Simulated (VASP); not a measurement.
## NiO: relaxation of cell and atoms with BLYP

NiO:

```
CELL_PARAMETERS angstrom
0.00000 2.08590 2.08590
2.08590 0.00000 2.08590
2.08590 2.08590 0.00000
ATOMIC_POSITIONS crystal
Ni 0.00000 0.00000 0.00000
O 0.50000 0.50000 0.50000
```

* Program: VASP 6.6.1
* Task: relaxation of cell and atoms
* Functional: BLYP
* Potentials or basis: VASP PAW PBE potentials, release 64 (Ni, O)
* Cutoff: 600 eV
* k mesh: 11 × 11 × 11
* Occupations: tetrahedron
* Spin: collinear spin, ferromagnetic start
* Starting moments: [1.7, 0.38] μB
* Dipole correction: no
* Further INCAR settings: ALGO = Normal; EDIFF = 1e-06; IBRION = 2; EDIFFG = -0.01; NSW = 60; ISIF = 3

The relaxed volume is 9.82 Å³/atom and the relaxed cell is a = 3.028 Å, b = 3.028 Å, c = 3.028 Å, α = 60.00°, β = 60.00°, γ = 60.00°. The space group after relaxing (to 0.05 Å) is Fm-3m (No. 225). The energy gained by relaxing is 27.1 meV/atom and the ionic steps are 4. The pressure after relaxing is 0.0 GPa. The net moment is 1.92 μB per cell, the site moments are Ni +1.54; O +0.32 μB and the valence electrons inside the program's atomic spheres are Ni 8.87; O 4.96.

The path:
| step | energy change (eV) | largest force (eV/Å) | pressure (GPa) | volume (Å³) |
| --- | --- | --- | --- | --- |
| 1 | 0.0000 | 0.0000 | 14.10 | 18.15 |
| 2 | -0.0404 | 0.0000 | -5.13 | 20.33 |
| 3 | -0.0543 | 0.0000 | 0.96 | 19.51 |
| 4 | -0.0542 | 0.0000 | -0.03 | 19.64 |

Final structure:
```
CELL_PARAMETERS angstrom
0.00000 2.14132 2.14132
2.14132 0.00000 2.14132
2.14132 2.14132 0.00000
ATOMIC_POSITIONS crystal
Ni 0.00000 0.00000 0.00000
O 0.50000 0.50000 0.50000
```

Levels at points of the mesh, in eV from the Fermi level:
Spin up:
| k point | band 5 | band 6 | band 7 | band 8 | band 9 | band 10 | band 11 | band 12 | band 13 |
| --- | --- | --- | --- | --- | --- | --- | --- | --- | --- |
| (0.00, 0.00, 0.00) | -2.59 | -2.59 | -2.54 | -2.54 | -2.54 | 1.47 | 18.40 | 18.73 | 18.73 |
Spin down:
| k point | band 5 | band 6 | band 7 | band 8 | band 9 | band 10 |
| --- | --- | --- | --- | --- | --- | --- |
| (0.00, 0.00, 0.00) | -1.70 | -1.70 | -1.70 | -0.38 | -0.38 | 1.84 |

Wall time 74 s on 1 thread of Intel(R) Xeon(R) Platinum 8488C (Sapphire Rapids), on a shared host, peak memory 0.17 GiB.

Caveat: the PAW data sets were made with another functional, which shifts forces and pressure a little; a cell with one magnetic atom can't hold antiferromagnetic order, which such compounds often take; semilocal functionals often make such compounds metallic where correlation or magnetic order opens a gap, which also shifts bond lengths; tetrahedron occupations give inexact forces and stress in metals. Zero-point motion and thermal expansion aren't in these numbers.
